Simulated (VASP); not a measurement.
Write the native input for VASP 6.6.1 that does the following.

| Quantity | Value |
| --- | --- |
| Task | single point |
| Functional | PBE |
| Potentials or basis | VASP PAW PBE potentials, release 64 (Y_sv, Te) |
| Cutoff | 520 eV |
| k mesh | 4 × 4 × 4 |
| Occupations | gaussian, width 0.1 eV |
| Spin | no spin polarisation |
| Dipole correction | no |
| Further INCAR settings | ALGO = Normal; EDIFF = 1e-06; NBANDS = 21 |

The structure of Y2Te lies in POSCAR:

```
Y2Te
1.0
    0.0000000000      3.5890438993      3.5890438993
    3.5890438993      0.0000000000      3.5890438993
    3.5890438993      3.5890438993      0.0000000000
Y Te
2 1
Direct
    0.2500000000      0.2500000000      0.2500000000
    0.7500000000      0.7500000000      0.7500000000
    0.0000000000      0.0000000000      0.0000000000
```

One way to write it, as run:

INCAR

```
ALGO = Normal
EDIFF = 1E-6
ENCUT = 520
GGA = PE
ISIF = 2
ISMEAR = 0
LASPH = T
LCHARG = F
LREAL = F
LWAVE = F
NBANDS = 21
NELM = 60
PREC = Accurate
SIGMA = 0.1
```

KPOINTS

```
k-points
0
Gamma
  4 4 4
```

Potentials or basis: VASP PAW PBE potentials, release 64 (Y_sv, Te).

Launch:

```console
$ cat potpaw_PBE.64/Y_sv/POTCAR potpaw_PBE.64/Te/POTCAR > POTCAR
$ mpirun -np 1 vasp_std > vasp.out
```

It gave:

```json
{
 "Pressure": "-0.1 GPa",
 "Band gap on the k mesh": "zero (band 14 reaches 5.37 eV, above the bottom of band 15 at 4.29 eV)"
}
```

Caveat: the k points lie up to 0.38 Å⁻¹ apart; spin-orbit coupling is left out, which moves the levels of the heavy elements.

Run time: 18 s on 1 thread of AMD EPYC 9R14 (Zen 4), on a shared host, peak memory 0.21 GiB.
